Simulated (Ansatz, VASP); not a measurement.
HfIn4SiO6: VASP beside Ansatz

```xyz
12
Lattice="3.2302 -5.5777 -0.0247 3.2302 5.5777 -0.0247 -1.4907 0.0000 6.3203" Properties=species:S:1:pos:R:3 pbc="T T T"
Hf    0.6440    0.0000    0.0526
In    4.1040   -1.7301    0.0202
In    4.1040    1.7301    0.0202
In    1.7482   -1.8121    3.0400
In    1.7482    1.8121    3.0400
Si    4.8557    0.0000    2.7718
O     4.0293   -1.3765    2.3731
O     4.0293    1.3765    2.3731
O    -0.2525    0.0000    1.8631
O     5.2892    0.0000    4.3477
O     1.7422   -1.5806    0.4557
O     1.7422    1.5806    0.4557
```

Alike in both runs: functional revPBE; k mesh 5 × 5 × 4; occupations fermi-dirac, width 0.05 eV; no spin polarisation.

|  | VASP | Ansatz |
| --- | --- | --- |
| version | VASP 6.6.1 | Ansatz 0.2.0 |
| potentials or method | VASP PAW PBE potentials, release 64 (Hf_pv, In_d, Si, O) | Ansatz PAW |
| plane-wave cutoff (eV) | 520 | 420 |
| valence electrons in the cell | 102 | 118 |
| task | single point | band structure |

Ansatz gave:

* gap on the k mesh at the Fermi level (eV): 0.68
* least direct gap on the mesh (eV): 0.93
* pressure (GPa): 1.9
* rms of the force components (eV/Å): 0.042

**Question.** What did VASP give for the same quantities?

**Answer.** gap on the k mesh at the Fermi level (eV): 0.66; least direct gap on the mesh (eV): 0.92; pressure (GPa): 1.5; rms of the force components (eV/Å): 0.060.

VASP's potentials were made for PBE, not for revPBE. Atom by atom the forces differ by 0.046 eV/Å (rms over components). With one functional, cell and mesh, what is left measures potentials, basis and numerics. VASP's potentials hold 102 valence electrons a cell and Ansatz's 118, so a difference there can come from the potentials and not from the codes.

Neither program's run includes spin-orbit coupling. Noted on Ansatz's run: the k mesh misses the band edges, so the gap on the mesh is wider than the one along the path.
